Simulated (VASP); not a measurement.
Runs of VASP 6.6.1 on Al. The structure is that of space group I4/mmm (No. 139), or close to it. The cells are those of the table. 

```csv
cell,gap on the mesh (eV),pressure (GPa)
"a = 2.758 Å, angles 111.5, 111.5, 105.4°, 1 atom",none,0.6
"a = 2.805 Å, angles 106.9, 106.9, 114.8°, 1 atom",none,(a)
"a = 2.758 Å, angles 107.5, 107.5, 113.5°, 1 atom",none,0.6
"a = 2.827 Å, angles 107.5, 107.5, 113.4°, 1 atom",none,-4.3
```

Alike in all rows: task single point; level LDA; potentials or basis VASP PAW LDA potentials, release 64 (Al); no spin polarisation; k mesh 20 × 20 × 20; cutoff (eV) 520; smearing gaussian 0.15 eV.

Question: Estimate the missing entries.

Answer: (a) -2.8.

Caveats: the cell stands under tension (at least some runs).

A gap of «none» marks levels without a gap at the run's occupations.
